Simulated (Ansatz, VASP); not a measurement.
Hf in VASP and in Ansatz

POSCAR

```
Hf
1.0
    0.0000000000      2.2200000000      2.2200000000
    2.1090000000      0.0000000000      2.2200000000
    2.1090000000      2.2200000000      0.0000000000
Hf
1
Direct
    0.0000000000      0.0000000000      0.0000000000
```

The input INCAR.step1:

```
SYSTEM = Hf
  PREC = Accurate
  ENCUT = 520
  ISMEAR = 0
  SIGMA = 0.15
  LREAL = .False.
  LASPH = .True.
  NELM = 80
  NBANDS = 11
  GGA = PE
  ALGO = Normal
  EDIFF = 1E-4
  LWAVE = .True.
  LCHARG = .False.
```

Contents of INCAR.step2:

```
SYSTEM = Hf
  PREC = Accurate
  ENCUT = 520
  EDIFF = 1E-7
  ISMEAR = 0
  SIGMA = 0.15
  LREAL = .False.
  LASPH = .True.
  NELM = 80
  ALGO = Normal
  ISIF = 2
  LWAVE = .False.
  LCHARG = .False.
  METAGGA = R2SCAN
  LMIXTAU = .True.
  NBANDS = 11
  ISTART = 1
```

KPOINTS

```
Automatic mesh
0
Gamma
  18 18 18
  0 0 0
```

Input for Ansatz:

```yaml
crystal:
  lattice:
    - [0.0, 2.22, 2.22]
    - [2.109, 0.0, 2.22]
    - [2.109, 2.22, 0.0]
  atoms:
    - { symbol: Hf, position: [0.0, 0.0, 0.0] }
basis:
  ecutwfc: 500
kpoints:
  mp_grid: { grid: [18, 18, 18] }
hamiltonian:
  xc: r2scan
scf:
  occupations: { method: gaussian, width: 0.15 }
output:
  forces: true
  stress: true
  eigenvalues: true
```

Change from the starting cell: strain -0.0500 x Voigt [1, 0, 0, 0, 0, 0], atoms carried along.

Alike in both runs: task single point; functional r2SCAN; k mesh 18 × 18 × 18; occupations gaussian, width 0.15 eV; no spin polarisation.

|  | VASP | Ansatz |
| --- | --- | --- |
| version | VASP 6.6.1 | Ansatz 0.2.0 |
| potentials or method | VASP PAW PBE potentials, release 64 (Hf_pv), cutoff 520 eV | scalar-relativistic, plane waves, PAW |
| valence electrons in the cell | 10 | 26 |

```tsv
	VASP	Ansatz	Ansatz less VASP
gap on the k mesh at the Fermi level (eV)	none	none	-
pressure (GPa)	8.4	8.8	+0.47
traceless stress, the component that is largest in VASP (GPa)	1.82	1.81	-0.010
```

VASP's potentials were made for PBE, not for r2SCAN. A gap of «none» marks a metal or a gap that the smearing closes. VASP's potentials hold 10 valence electrons a cell and Ansatz's 26, so a difference there can come from the potentials and not from the codes.

Neither program's run includes spin-orbit coupling.
